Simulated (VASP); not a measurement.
# CdF2 (I4/mmm) in VASP: a series of runs, part 2 of 2

VASP 6.6.1.

### Step 4. Single point, PBE (12.25 Å³/atom)

The input, INCAR:

```
ALGO = Normal
EDIFF = 1E-6
ENCUT = 700
GGA = PE
GGA_COMPAT = False
ISIF = 2
ISMEAR = 0
LASPH = True
LCHARG = False
LREAL = False
LWAVE = False
NBANDS = 24
NELM = 120
PREC = Accurate
SIGMA = 0.05
```

The input, KPOINTS:

```
k-points
0
Gamma
  8 8 8
```

The input, POSCAR:

```
CdF2
1.0
    0.0000000000      2.5695587572      2.7841169134
    2.5695587572      0.0000000000      2.7841169134
    2.5695587572      2.5695587572      0.0000000000
Cd F
1 2
Direct
    0.0000000000      0.0000000000      0.0000000000
    0.2500000000      0.2500000000      0.2500000000
    0.7500000000      0.7500000000      0.7500000000
```

Potentials or basis: VASP PAW PBE potentials, release 64 (Cd_sv_GW, F).

The run is started by

```bash
$ cat potpaw_PBE.64/Cd_sv_GW/POTCAR potpaw_PBE.64/F/POTCAR > POTCAR
$ mpirun -np 1 vasp_std > vasp.out
```

OUTCAR:

```text
EDIFF = 1E-6
   ENCUT = 700
   GGA = PE
   ISIF = 2
   ISMEAR = 0
   LASPH = True
   LREAL = False
   NELM = 120
   PREC = Accurate

 ion  position               nearest neighbor table
   1  0.000  0.000  0.000-
   2  0.250  0.250  0.250-
   3  0.750  0.750  0.750-

  LATTYP: Found a body centered tetragonal cell.
 ALAT       =     3.6339048437
 C/A-ratio  =     1.5323003948
[... 838 lines left out ...]

 [... further k-points ...]

------------------------ aborting loop because EDIFF is reached ----------------------------------------

  FORCE on cell =-STRESS in cart. coord.  units (eV):
  Direction    XX          YY          ZZ          XY          YZ          ZX
  --------------------------------------------------------------------------------------
  -------------------------------------------------------------------------------------
  Total        3.7423011      3.7423011      1.6761522      0.0000000      0.0000000     -0.0000000
  in kB      163.0852728    163.0852728     73.0448273      0.0000000      0.0000000     -0.0000000
  external PRESSURE =     133.0717910 kB  Pullay stress =       0.0000000 kB

 VOLUME and BASIS-vectors are now :
 -----------------------------------------------------------------------------
  energy-cutoff  :      700.00
  volume of cell :       36.76
      direct lattice vectors                 reciprocal lattice vectors
     0.000000000  2.569558757  2.784116913    -0.194585938  0.194585938  0.179590159
     2.569558757  0.000000000  2.784116913     0.194585938 -0.194585938  0.179590159
     2.569558757  2.569558757  0.000000000     0.194585938  0.194585938 -0.179590159

 POSITION                                       TOTAL-FORCE (eV/Angst)
 -----------------------------------------------------------------------------------
      0.00000      0.00000      0.00000        -0.000000      0.000000     -0.000000
      1.28478      1.28478      1.39206         0.000000      0.000000      0.000000
      3.85434      3.85434      4.17618        -0.000000     -0.000000     -0.000000
 -----------------------------------------------------------------------------------
    total drift:                               -0.000000      0.000000      0.000000

  FREE ENERGIE OF THE ION-ELECTRON SYSTEM (eV)
  ---------------------------------------------------
  free  energy   TOTEN  =       -10.7875849505 eV

  energy  without entropy=      -10.7875849505  energy(sigma->0) =      -10.78758495
```

OSZICAR:

```text
N       E                     dE             d eps       ncg     rms          rms(c)
DAV:   1     0.676566428455E+03    0.67657E+03   -0.23141E+04  2880   0.237E+03
DAV:   2     0.495785123347E+02   -0.62699E+03   -0.56878E+03  2848   0.714E+02
DAV:   3    -0.101746646775E+02   -0.59753E+02   -0.59074E+02  4240   0.245E+02
DAV:   4    -0.123538961654E+02   -0.21792E+01   -0.21787E+01  3192   0.493E+01
DAV:   5    -0.124282102945E+02   -0.74314E-01   -0.74312E-01  4304   0.913E+00    0.139E+01
DAV:   6    -0.107872143354E+02    0.16410E+01   -0.38035E+00  4144   0.460E+01    0.114E+01
DAV:   7    -0.107962854221E+02   -0.90711E-02   -0.43917E-01  3008   0.694E+00    0.751E+00
DAV:   8    -0.107953893476E+02    0.89607E-03   -0.11979E-01  4144   0.638E+00    0.146E+00
DAV:   9    -0.107876308065E+02    0.77585E-02   -0.36664E-02  4552   0.495E+00    0.418E-01
DAV:  10    -0.107875068029E+02    0.12400E-03   -0.26265E-03  4064   0.834E-01    0.177E-01
DAV:  11    -0.107875759637E+02   -0.69161E-04   -0.32883E-04  4296   0.480E-01    0.159E-02
DAV:  12    -0.107875815222E+02   -0.55584E-05   -0.43238E-05  3848   0.633E-02    0.952E-03
DAV:  13    -0.107875852974E+02   -0.37752E-05   -0.46565E-06  3544   0.547E-02    0.426E-03
DAV:  14    -0.107875849505E+02    0.34690E-06   -0.40027E-07  2664   0.333E-02
   1 F= -.10787585E+02 E0= -.10787585E+02  d E =-.183514E-30
```

stdout:

```text
POSCAR found type information on POSCAR CdF
 POSCAR found :  2 types and       3 ions
 scaLAPACK will be used
 LDA part: xc-table for (Slater+PW92), standard interpolation
 POSCAR, INCAR and KPOINTS ok, starting setup
 FFT: planning ... GRIDC
 FFT: planning ... GRID_SOFT
 FFT: planning ... GRID
 WAVECAR not read
 entering main loop
```

Wall time 89 s (1 thread of Intel Xeon Platinum 8488C (Sapphire Rapids), shared host); peak memory 0.25 GiB.

Results:

```yaml
Free_energy: -10.7876 eV
Pressure: 13.3 GPa
Band_gap_on_the_k_mesh: 3.16 eV (least direct gap 3.53 eV)
```

Levels at points of the mesh, in eV from the valence-band top:
```tsv
k point	band 13	band 14	band 15	band 16	band 17	band 18	band 19	band 20	band 21	band 22
(0.00, 0.00, 0.00)	-0.96	-0.96	-0.60	-0.60	-0.37	3.16	12.87	12.87	13.07	18.16
(0.50, 0.00, 0.00)	-2.64	-2.23	-2.04	-0.46	-0.43	7.53	9.15	14.72	15.31	18.13
(0.50, 0.50, 0.00)	-3.27	-3.27	-0.99	-0.09	-0.09	8.40	10.12	12.07	14.97	14.97
(0.50, 0.00, 0.50)	-3.28	-3.14	-0.51	-0.29	-0.06	8.36	9.77	12.01	14.07	15.15
```

Caveat: the stress differs along the axes, from 7 to 16 GPa. A hybrid or GW would open this gap; PBE tends to underestimate it.

### Step 5. Overview

| cell | gap on the mesh (eV) | pressure (GPa) |
| --- | --- | --- |
| a = 3.689, b = 3.689, c = 3.833 Å, angles 58.7, 58.7, 62.6°, 3 atoms | 3.11 | 13.4 |
| a = 3.702, b = 3.702, c = 3.799 Å, angles 59.1, 59.1, 61.7°, 3 atoms | 3.23 | 13.4 |
| a = 3.789, b = 3.789, c = 3.634 Å, angles 61.3, 61.3, 57.3°, 3 atoms | 3.16 | 13.3 |

Alike in all rows: task single point; level PBE; potentials or basis VASP PAW PBE potentials, release 64 (Cd_sv_GW, F); no spin polarisation; k mesh 8 × 8 × 8; cutoff (eV) 700; smearing gaussian 0.05 eV.

Caveats: the stress differs along the axes, from 10 to 20 GPa (at least some runs); the stress differs along the axes, from 11 to 18 GPa (at least some runs); the stress differs along the axes, from 7 to 16 GPa (at least some runs).

Total energies depend on the potentials used, so only differences within one code and one set of settings carry meaning.
